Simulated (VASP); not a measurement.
Ge: single point with PBEsol

Ge:

```
Ge
1.0
    -2.49590    2.67781    1.48665
     2.49590   -2.62392    1.38724
     2.49590    2.62392   -1.38724
Ge
2
Direct
  0.18594 0.93594 0.25000
  0.81406 0.06406 0.75000
```

This cell differs from its parent crystal: strain +0.0375 x Voigt [0, 0, 0, 1, 0, 0].

```yaml
Program: VASP 6.6.1
Task: single point
Functional: PBEsol
Potentials_or_basis: VASP PAW PBE potentials, release 64 (Ge_d)
Cutoff: 520 eV
k_mesh: 20 × 20 × 20
Occupations: gaussian, width 0.15 eV
Spin: no spin polarisation
Dipole_correction: no
Further_INCAR_settings: ALGO = Fast; EDIFF = 1e-06; NBANDS = 21
```

The pressure is -2.4 GPa and the largest force is 0.051 eV/Å. The band gap on the k mesh is zero (bands 14 and 15 overlap by 5.77 eV).

Forces in eV/Å, atoms in the order of the input:
```
Ge   0.000  0.009 -0.050
Ge   0.000 -0.009  0.050
```

Stress tensor (GPa, compression positive):
```
-1.94  0.00  0.00
 0.00 -2.90 -1.53
 0.00 -1.53 -2.33
```

Levels at points of the mesh, in eV from the Fermi level:
| k point | band 10 | band 11 | band 12 | band 13 | band 14 | band 15 | band 16 | band 17 | band 18 | band 19 |
| --- | --- | --- | --- | --- | --- | --- | --- | --- | --- | --- |
| (0.00, 0.00, 0.00) | -24.34 | -13.09 | -3.80 | -2.33 | -1.88 | 3.45 | 6.97 | 7.13 | 7.90 | 8.24 |
| (0.50, 0.00, 0.00) | -24.44 | -8.19 | -7.05 | -1.77 | -1.42 | -0.60 | 1.64 | 3.65 | 4.56 | 9.15 |
| (0.00, 0.50, 0.00) | -24.36 | -8.17 | -5.89 | -3.45 | -2.36 | -1.62 | 3.15 | 4.03 | 6.57 | 8.52 |
| (0.50, 0.50, 0.00) | -24.44 | -10.35 | -10.34 | 0.66 | 0.70 | 2.28 | 2.29 | 6.56 | 6.95 | 10.53 |
| (0.00, 0.50, 0.50) | -24.43 | -7.85 | -6.85 | -2.09 | -1.65 | -0.91 | 1.36 | 2.76 | 4.01 | 9.72 |
| (0.50, 0.50, 0.50) | -24.45 | -9.07 | -8.20 | -5.83 | -5.58 | 4.42 | 6.88 | 10.73 | 11.27 | 12.57 |

Wall time 29 min on 1 thread of Oxide Virtual Turin-like Processor (shared host), peak memory 1.2 GiB.

Caveat: the cell differs from its parent crystal (strain +0.0375 x Voigt [0, 0, 0, 1, 0, 0]); the PAW data sets were made with another functional, which shifts forces and pressure a little.
